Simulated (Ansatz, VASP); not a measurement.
# Ag: VASP beside Ansatz

```
Ag
1.0
     2.93000    0.00000    0.00000
    -1.46500    2.53745    0.00000
     0.00000    0.00000    4.64630
Ag
2
Direct
  0.33333 0.66667 0.25000
  0.66667 0.33333 0.75000
```

Change from the starting cell: z stretched by -3 %, ions relaxed.

Alike in both runs: functional PBE; k mesh 18 × 18 × 10; occupations fermi-dirac, width 0.05 eV; no spin polarisation.

Ansatz relaxed the structure, and its values are those at the end. VASP's run is a single point on that final structure, the one shown.

|  | VASP | Ansatz |
| --- | --- | --- |
| version | VASP 6.6.1 | Ansatz 0.2.0 |
| potentials or method | VASP PAW PBE potentials, release 64 (Ag) | plane-wave PAW, scalar-relativistic |
| plane-wave cutoff (eV) | 520 | 420 |
| valence electrons in the cell | 22 | 38 |

VASP gave:

* pressure (GPa): 3.5

Q: Estimate Ansatz's values.

A: Pressure (GPa): 3.6.

VASP's potentials hold 22 valence electrons a cell and Ansatz's 38, so a difference there can come from the potentials and not from the codes. Ansatz's warnings: stress scf threshold loose.
